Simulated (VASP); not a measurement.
Here is a VASP 6.6.1 calculation.

INCAR

```
SYSTEM = BeS
PREC = Accurate ; ENCUT = 520
EDIFF = 1E-6 ; ISMEAR = 0
SIGMA = 0.01 ; LREAL = .FALSE.
LASPH = .TRUE. ; NELM = 60
ALGO = Normal ; ISIF = 2
LWAVE = .FALSE. ; LCHARG = .FALSE.
GGA = PS ; NBANDS = 11
```

Contents of KPOINTS:

```
regular mesh
0
G
  8 8 8
  0 0 0
```

File POSCAR:

```
BeS
1.0
    2.4431541893      2.4431541893      0.0000000000
   -2.4431541893      2.4431541893      0.0000000000
    0.0000000000      2.4431541893      2.3991281814
Be S
1 1
Direct
    0.0000000000      0.0000000000      0.0000000000
    0.7500000000      0.2500000000      0.5000000000
```

Potentials or basis: VASP PAW PBE potentials, release 64 (Be, S).

Run with:

```console
$ cat potpaw_PBE.64/Be/POTCAR potpaw_PBE.64/S/POTCAR > POTCAR
$ mpirun -np 1 vasp_std > vasp.out
```

Question: Predict the band gap on the k mesh.

Answer: 2.78 eV (least direct gap 5.54 eV).

Question: What does it give for the pressure?

Answer: -1.0 GPa.

Stress tensor (GPa, compression positive):
```
-1.50  0.00  0.00
 0.00 -1.50  0.00
 0.00  0.00  0.15
```

Caveat: the cell differs from its parent crystal (film at in-plane strain +0.01); the PAW data sets were made with another functional, which shifts forces and pressure a little. A k mesh can miss the band edges.
